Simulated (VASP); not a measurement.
# TaN (P6_3/mmc) in VASP: further runs

Runs on TaN. Level: PBE+U. Tasks: single point.

Program: VASP 6.6.1. These are calculated values, not measurements. Logs are shortened: lines on timing, memory, paths and dates and some standing lists are left out, and cuts for length are marked.

### Step 1. The cell of the first run

Symmetry: P6_3/mmc, No. 194, hexagonal system. Conventional cell: a = 3.048 Å, b = 3.048 Å, c = 4.918 Å, α = 90.00°, β = 90.00°, γ = 120.00°. Ta (site symmetry -3m) has 6 N at 2.15 Å and 2 Ta at 2.46 Å within 2.8 Å. Within 2.8 Å of N (site symmetry -6m2) lie 6 Ta at 2.15 Å.

### Step 2. Single point, PBE+U, collinear spin, ferromagnetic start

The input, INCAR:

```
SYSTEM = TaN
PREC = Accurate
ENCUT = 520
EDIFF = 1E-6
ISMEAR = 0
SIGMA = 0.05
LREAL = .False.
LASPH = .True.
NELM = 150
ALGO = Normal
ISIF = 2
LWAVE = .False.
LCHARG = .True.
ISPIN = 2
MAGMOM = 2 2 2 2 0 0 0 0
LORBIT = 11
LMAXMIX = 4
LDAU = .True.
LDAUTYPE = 2
LDAUL = 2 -1
LDAUU = 5 0
LDAUJ = 0 0
LDAUPRINT = 1
GGA = PE
LELF = .True.
LVHAR = .True.
NBANDS = 46
```

The input, KPOINTS:

```
Automatic mesh
0
Gamma
  7 7 4
  0 0 0
```

The input, POSCAR:

```
TaN
1.0
    3.0480018400      0.0000000000      0.0000000000
   -3.0480018400      5.2792940600      0.0000000000
    0.0000000000      0.0000000000      4.9179997800
Ta N
4 4
Direct
    0.0000000000      0.0000000000      0.0000000000
    0.0000000000      0.0000000000      0.5000000000
    0.0000000000      0.5000000000      0.0000000000
    0.0000000000      0.5000000000      0.5000000000
    0.3333333333      0.3333333334      0.2500000000
    0.6666666667      0.1666666666      0.7500000000
    0.3333333333      0.8333333333      0.2500000000
    0.6666666667      0.6666666666      0.7500000000
```

Potentials or basis: VASP PAW PBE potentials, release 64 (Ta_pv, N).

Run with:

```bash
> cat potpaw_PBE.64/Ta_pv/POTCAR potpaw_PBE.64/N/POTCAR > POTCAR
> mpirun -np 1 vasp_std > vasp.out
```

OUTCAR:

```text
SYSTEM = TaN
   PREC = Accurate
   ENCUT = 520
   EDIFF = 1E-6
   ISMEAR = 0
   LREAL = .False.
   LASPH = .True.
   NELM = 150
   ISIF = 2
   ISPIN = 2
   LORBIT = 11
   GGA = PE

 ion  position               nearest neighbor table
   1  0.000  0.000  0.000-   6 2.15   6 2.15   7 2.15   7 2.15   8 2.15   5 2.15   2 2.46   2 2.46
                             3 3.05   3 3.05   3 3.05   3 3.05
   2  0.000  0.000  0.500-   6 2.15   6 2.15   7 2.15   7 2.15   8 2.15   5 2.15   1 2.46   1 2.46
                             4 3.05   4 3.05   4 3.05   4 3.05
   3  0.000  0.500  0.000-   5 2.15   8 2.15   8 2.15   5 2.15   7 2.15   6 2.15   4 2.46   4 2.46
                             1 3.05   1 3.05   1 3.05   1 3.05
   4  0.000  0.500  0.500-   5 2.15   8 2.15   8 2.15   5 2.15   7 2.15   6 2.15   3 2.46   3 2.46
                             2 3.05   2 3.05   2 3.05   2 3.05
   5  0.333  0.333  0.250-   3 2.15   4 2.15   3 2.15   4 2.15   1 2.15   2 2.15
   6  0.667  0.167  0.750-   1 2.15   2 2.15   1 2.15   2 2.15   3 2.15   4 2.15
   7  0.333  0.833  0.250-   1 2.15   2 2.15   1 2.15   2 2.15   3 2.15   4 2.15
   8  0.667  0.667  0.750-   3 2.15   4 2.15   3 2.15   4 2.15   1 2.15   2 2.15

  LATTYP: Found a simple orthorhombic cell.
 ALAT       =     3.0480018400
 B/A-ratio  =     1.6135160142
 C/A-ratio  =     1.7320508114

  Lattice vectors:

 A1 = (  -3.0480018400,   0.0000000000,   0.0000000000)
 A2 = (   0.0000000000,   0.0000000000,   4.9179997800)
 A3 = (   0.0000000000,   5.2792940600,   0.0000000000)

Analysis of symmetry for initial positions (statically):
=====================================================================
 Subroutine PRICEL returns following result:

  LATTYP: Found a hexagonal cell.
 ALAT       =     3.0480018400
 C/A-ratio  =     1.6135160142
[... 12 lines left out ...]
 Subroutine GETGRP returns: Found  8 space group operations
 (whereof  4 operations were pure point group operations)
 out of a pool of  8 trial point group operations.

The static configuration has the point symmetry C_2h.
 The point group associated with its full space group is D_2h.

Analysis of symmetry for dynamics (positions and initial velocities):
=====================================================================
 Subroutine PRICEL returns following result:

  LATTYP: Found a hexagonal cell.
[... 320 lines left out ...]
  o =  0.3918  v = -0.0000  0.0090  0.9999  0.0000 -0.0100  0.0000  0.0000  0.0000  0.0000  0.0000      0.0000  0.0000  0.0000  0.0000  0.0000  0.0000  0.0000  0.0000  0.0000  0.0000
  o =  0.3918  v =  0.0000  0.0000  0.0000  0.0000  0.0000 -0.0000  0.0097  0.9999  0.0000 -0.0105      0.0000  0.0000  0.0000  0.0000  0.0000  0.0000  0.0000  0.0000  0.0000  0.0000

 number of electron      64.0000005 magnetization       0.0053100

 Free energy of the ion-electron system (eV)
  ---------------------------------------------------
  ext. energy  EPLUGINS =         0.00000000
  ---------------------------------------------------
  free energy    TOTEN  =       -63.15699309 eV

  energy without entropy =      -63.15155434  energy(sigma->0) =      -63.15427372

 E-fermi :  10.6183     XC(G=0): -13.7608

 val. band max:       10.6037383877   @ k =   0.0000   0.1429   0.0000
 cond. band min:      10.6435866620   @ k =   0.2857   0.1429   0.0000
 fundamental gap:      0.0398482743
 Fermi energy:        10.6183420201

 spin component 1

 k-point     1 :       0.0000    0.0000    0.0000
  band No.  band energies     occupation
      1     -27.5347      1.00000
      2     -27.3107      1.00000
      3     -26.6693      1.00000
      4     -26.1182      1.00000
      5     -25.9866      1.00000
      6     -25.7923      1.00000
[... 2249 lines left out ...]
     43      15.7310      0.00000
     44      16.1696      0.00000

 [... further k-points ...]

 [bands above 44 left out]

------------------------ aborting loop because EDIFF is reached ----------------------------------------

  FORCE on cell =-STRESS in cart. coord.  units (eV):
  Direction    XX          YY          ZZ          XY          YZ          ZX
  --------------------------------------------------------------------------------------
  -------------------------------------------------------------------------------------
  Total       23.5692612     23.6167045     71.0024618      0.0000000      0.0000000      0.0000000
  in kB      477.1742159    478.1347351   1437.4885901      0.0000000      0.0000000      0.0000000
  external PRESSURE =     797.5991804 kB  Pullay stress =       0.0000000 kB

 VOLUME and BASIS-vectors are now :
 -----------------------------------------------------------------------------
  energy-cutoff  :      520.00
  volume of cell :       79.14
      direct lattice vectors                 reciprocal lattice vectors
     3.048001840  0.000000000  0.000000000     0.328083791  0.189419265  0.000000000
    -3.048001840  5.279294060  0.000000000     0.000000000  0.189419265  0.000000000
     0.000000000  0.000000000  4.917999780     0.000000000  0.000000000  0.203334698

 POSITION                                       TOTAL-FORCE (eV/Angst)
 -----------------------------------------------------------------------------------
      0.00000      0.00000      0.00000        -0.000000      0.000000      0.000000
      0.00000      0.00000      2.45900         0.000000      0.000000      0.000000
     -1.52400      2.63965      0.00000        -0.000000      0.000000      0.000000
     -1.52400      2.63965      2.45900         0.000000      0.000000      0.000000
     -0.00000      1.75976      1.22950         0.000000     -0.042504     -0.000000
      1.52400      0.87988      3.68850         0.000000      0.042504      0.000000
     -1.52400      4.39941      1.22950         0.000000     -0.042504     -0.000000
      0.00000      3.51953      3.68850         0.000000      0.042504     -0.000000
 -----------------------------------------------------------------------------------
    total drift:                               -0.000000      0.000000      0.000000

  FREE ENERGIE OF THE ION-ELECTRON SYSTEM (eV)
  ---------------------------------------------------
  free  energy   TOTEN  =       -63.1569930902 eV

  energy  without entropy=      -63.1515543449  energy(sigma->0) =      -63.15427372

 total charge

# of ion       s       p       d       tot
------------------------------------------
    1        0.344   6.315   2.569   9.227
    2        0.344   6.315   2.569   9.227
    3        0.344   6.315   2.569   9.227
    4        0.344   6.315   2.569   9.227
    5        1.240   2.620   0.000   3.859
    6        1.240   2.620   0.000   3.859
    7        1.240   2.620   0.000   3.859
    8        1.240   2.620   0.000   3.859
--------------------------------------------------
tot          6.332  35.737  10.276  52.345

 magnetization (x)

# of ion       s       p       d       tot
------------------------------------------
    1        0.000   0.000   0.001   0.001
    2        0.000   0.000   0.001   0.001
    3        0.000   0.000   0.001   0.001
    4        0.000   0.000   0.001   0.001
    5       -0.000  -0.000   0.000  -0.000
    6       -0.000  -0.000   0.000  -0.000
    7       -0.000  -0.000   0.000  -0.000
    8       -0.000  -0.000   0.000  -0.000
--------------------------------------------------
tot          0.000   0.000   0.004   0.004
```

OSZICAR:

```text
N       E                     dE             d eps       ncg     rms          rms(c)
DAV:   1     0.671134458291E+03    0.67113E+03   -0.34362E+04  8832   0.150E+03
DAV:   2    -0.260506691875E+02   -0.69719E+03   -0.66466E+03  9632   0.463E+02
DAV:   3    -0.733581036776E+02   -0.47307E+02   -0.45935E+02 10728   0.116E+02
[... 14 lines left out ...]
DAV:  18    -0.631569842527E+02   -0.10956E-04   -0.27671E-05 10530   0.254E-02    0.398E-03
DAV:  19    -0.631569882121E+02   -0.39594E-05   -0.98852E-06  9418   0.148E-02    0.344E-03
DAV:  20    -0.631569899320E+02   -0.17198E-05   -0.26274E-06  7960   0.829E-03    0.275E-03
DAV:  21    -0.631569927557E+02   -0.28237E-05   -0.21738E-05 10546   0.221E-02    0.162E-03
DAV:  22    -0.631569930902E+02   -0.33456E-06   -0.23327E-06  8194   0.711E-03
   1 F= -.63156993E+02 E0= -.63154274E+02  d E =-.543875E-02  mag=     0.0040
```

Run time: 9.3 min. Hardware: 1 thread of AMD EPYC 7R43 (Zen 3), shared host; peak memory 0.37 GiB.

Results:

```
Free energy                                           : -63.1570 eV
Pressure                                              : 79.8 GPa
Largest force                                         : 0.043 eV/Å
Band gap on the k mesh                                : zero (filled and empty bands overlap)
Net moment                                            : 0.01 μB per cell
Valence electrons inside the program's atomic spheres : Ta 9.23; N 3.86
```

Forces on the atoms (eV/Å):
```
Ta   0.000  0.000  0.000
Ta   0.000  0.000  0.000
Ta   0.000  0.000  0.000
Ta   0.000  0.000  0.000
N    0.000 -0.043  0.000
N    0.000  0.043  0.000
N    0.000 -0.043  0.000
N    0.000  0.043  0.000
```

Eigenvalues of the final occupation matrices:
```
    site  spin  trace               eigenvalues
site 1 d     1   1.31  0.21 0.21 0.25 0.25 0.39
site 1 d     2   1.31  0.21 0.21 0.25 0.25 0.39
site 2 d     1   1.31  0.21 0.21 0.25 0.25 0.39
site 2 d     2   1.31  0.21 0.21 0.25 0.25 0.39
site 3 d     1   1.31  0.21 0.21 0.25 0.25 0.39
site 3 d     2   1.31  0.21 0.21 0.25 0.25 0.39
site 4 d     1   1.31  0.21 0.21 0.25 0.25 0.39
site 4 d     2   1.31  0.21 0.21 0.25 0.25 0.39
```

Caveat: spin-orbit coupling is left out, which moves the levels of the heavy elements. The state reached can hang on the start; a lower one may exist.

### Step 3. Single point, PBE+U, collinear spin, ferromagnetic start

The input, INCAR:

```
SYSTEM = TaN
PREC     = Accurate       ! precision mode
ENCUT    = 520            ! plane-wave cutoff, eV
EDIFF    = 1E-7           ! SCF threshold, eV
ISMEAR   = 0              ! smearing method
SIGMA    = 0.05           ! smearing width, eV
LREAL    = .FALSE.        ! projectors in reciprocal space
LASPH    = .TRUE.         ! aspherical terms in the spheres
NELM     = 150            ! most SCF steps
ALGO     = Normal         ! electronic algorithm
ISIF     = 2              ! what is computed and relaxed
LWAVE    = .FALSE.        ! write WAVECAR
LCHARG   = .FALSE.        ! write CHGCAR
ISPIN    = 2              ! spin polarisation
MAGMOM   = 0.35 0.35 0.35 0.35 0.02 0.02 0.02 0.02 ! initial moments
LORBIT   = 11             ! projections on sites
LMAXMIX  = 4              ! l up to which the mixer works
LDAU     = .TRUE.         ! DFT+U
LDAUTYPE = 2            
LDAUL    = 2 -1           ! shell
LDAUU    = 5 0            ! U, eV
LDAUJ    = 0 0          
LDAUPRINT= 1            
GGA      = PE             ! functional
NBANDS   = 46             ! bands
```

The input, KPOINTS:

```
regular mesh
0
G
  7 7 4
  0 0 0
```

POSCAR is that of step 2.

Potentials or basis: VASP PAW PBE potentials, release 64 (Ta_pv, N).

Run with:

```bash
> cat potpaw_PBE.64/Ta_pv/POTCAR potpaw_PBE.64/N/POTCAR > POTCAR
> mpirun -np 1 vasp_std > vasp.out
```

Wall time 8.8 min (1 thread of AMD EPYC 7R43 (Zen 3), shared host); peak memory 0.36 GiB.

It converged, with:

- Free energy: -63.1570 eV
- Pressure: 79.8 GPa
- Largest force: 0.043 eV/Å
- Band gap on the k mesh: zero (filled and empty bands overlap)
- Net moment: 0.00 μB per cell
- Valence electrons inside the program's atomic spheres: Ta 9.23; N 3.86

Forces in eV/Å, atoms in the order of the input:
```
Ta   0.000  0.000  0.000
Ta   0.000  0.000  0.000
Ta   0.000  0.000  0.000
Ta   0.000  0.000  0.000
N    0.000 -0.043  0.000
N    0.000  0.043  0.000
N    0.000 -0.043  0.000
N    0.000  0.043  0.000
```

Stress tensor (GPa, compression positive):
```
 47.72   0.00   0.00
  0.00  47.81   0.00
  0.00   0.00 143.75
```

Levels at points of the mesh, in eV from the Fermi level:
Spin up:
```csv
k point,band 30,band 31,band 32,band 33,band 34,band 35
"(0.00, 0.00, 0.00)",-4.07,-1.71,-1.70,-0.36,-0.35,0.19
"(0.00, 0.00, 0.50)",-1.80,-0.43,-0.43,0.13,0.13,0.15
```
Spin down:
```csv
k point,band 28,band 29,band 30,band 31,band 32,band 33,band 34,band 35,band 36,band 37
"(0.00, 0.00, 0.00)",-4.09,-4.08,-4.07,-1.71,-1.70,-0.35,-0.35,0.19,1.38,2.22
"(0.00, 0.00, 0.50)",-6.40,-1.80,-1.80,-0.43,-0.43,0.13,0.13,0.15,0.15,2.77
```

Eigenvalues of the final occupation matrices:
```tsv
site	spin	trace	eigenvalues
site 1 d	1	1.31	0.21 0.21 0.25 0.25 0.39
site 1 d	2	1.31	0.21 0.21 0.25 0.25 0.39
site 2 d	1	1.31	0.21 0.21 0.25 0.25 0.39
site 2 d	2	1.31	0.21 0.21 0.25 0.25 0.39
site 3 d	1	1.31	0.21 0.21 0.25 0.25 0.39
site 3 d	2	1.31	0.21 0.21 0.25 0.25 0.39
site 4 d	1	1.31	0.21 0.21 0.25 0.25 0.39
site 4 d	2	1.31	0.21 0.21 0.25 0.25 0.39
```

Caveat: spin-orbit coupling is left out, which moves the levels of the heavy elements. The state reached can hang on the start; a lower one may exist.
